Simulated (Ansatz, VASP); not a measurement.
## In2Sb: VASP beside Ansatz

POSCAR

```
In2Sb
1.0
    4.7374871530      0.0000000000      0.0000000000
    0.0000000000      4.7374871530      0.0000000000
    0.0000000000      0.0000000000      7.2284654932
In Sb
4 2
Direct
    0.0000000000      0.0000000000      0.0000000000
    0.5000000000      0.5000000000      0.0000000000
    0.0000000000      0.5000000000      0.2700000000
    0.5000000000      0.0000000000      0.7300000000
    0.0000000000      0.5000000000      0.7000000000
    0.5000000000      0.0000000000      0.3000000000
```

Contents of INCAR.step1:

```
SYSTEM = In2Sb
PREC = Accurate
ENCUT = 520
ISMEAR = 0
SIGMA = 0.1
LREAL = .False.
LASPH = .True.
NELM = 60
NBANDS = 40
GGA = PE
ALGO = Normal
EDIFF = 1E-4
LWAVE = .True.
LCHARG = .False.
```

File INCAR.step2:

```
SYSTEM = In2Sb
PREC = Accurate
ENCUT = 520
EDIFF = 1E-6
ISMEAR = 0
SIGMA = 0.1
LREAL = .False.
LASPH = .True.
NELM = 60
ALGO = Normal
ISIF = 2
LWAVE = .False.
LCHARG = .True.
METAGGA = R2SCAN
LMIXTAU = .True.
LELF = .True.
LVHAR = .True.
NBANDS = 40
ISTART = 1
```

Contents of KPOINTS:

```
Automatic mesh
0
Gamma
  4 4 4
  0 0 0
```

Input for Ansatz:

```yaml
crystal:
  lattice:
    - [4.737487153, 0.0, 0.0]
    - [0.0, 4.737487153, 0.0]
    - [0.0, 0.0, 7.2284654932]
  atoms:
    - { symbol: In, position: [0.0, 0.0, 0.0] }
    - { symbol: In, position: [0.5, 0.5, 0.0] }
    - { symbol: In, position: [0.0, 0.5, 0.27] }
    - { symbol: In, position: [0.5, 0.0, 0.73] }
    - { symbol: Sb, position: [0.0, 0.5, 0.7] }
    - { symbol: Sb, position: [0.5, 0.0, 0.3] }
basis:
  ecutwfc: 500
kpoints:
  mp_grid: { grid: [4, 4, 4] }
hamiltonian:
  xc: r2scan
scf:
  occupations: { method: gaussian, width: 0.1 }
  lower_state_search: "off"
output:
  forces: true
  stress: true
  eigenvalues: true
```

Alike in both runs: task single point; functional r2SCAN; k mesh 4 × 4 × 4; occupations gaussian, width 0.1 eV; no spin polarisation.

|  | VASP | Ansatz |
| --- | --- | --- |
| version | VASP 6.6.1 | Ansatz 0.2.0 |
| potentials or method | VASP PAW PBE potentials, release 64 (In_d, Sb), cutoff 520 eV | scalar-relativistic, plane waves, PAW |
| valence electrons in the cell | 62 | 82 |

|  | VASP | Ansatz | Ansatz less VASP |
| --- | --- | --- | --- |
| gap on the k mesh at the Fermi level (eV) | none | none | - |
| pressure (GPa) | 3.6 | 3.5 | -0.05 |
| traceless stress, the component that is largest in VASP (GPa) | 0.84 | 0.84 | 0.000 |
| rms of the force components (eV/Å) | 0.505 | 0.502 | -0.0038 |

VASP's potentials were made for PBE, not for r2SCAN. Atom by atom the forces differ by 0.005 eV/Å (rms over components). A gap of «none» marks a metal or a gap that the smearing closes. VASP's potentials hold 62 valence electrons a cell and Ansatz's 82, so a difference there can come from the potentials and not from the codes.

Neither program's run includes spin-orbit coupling.
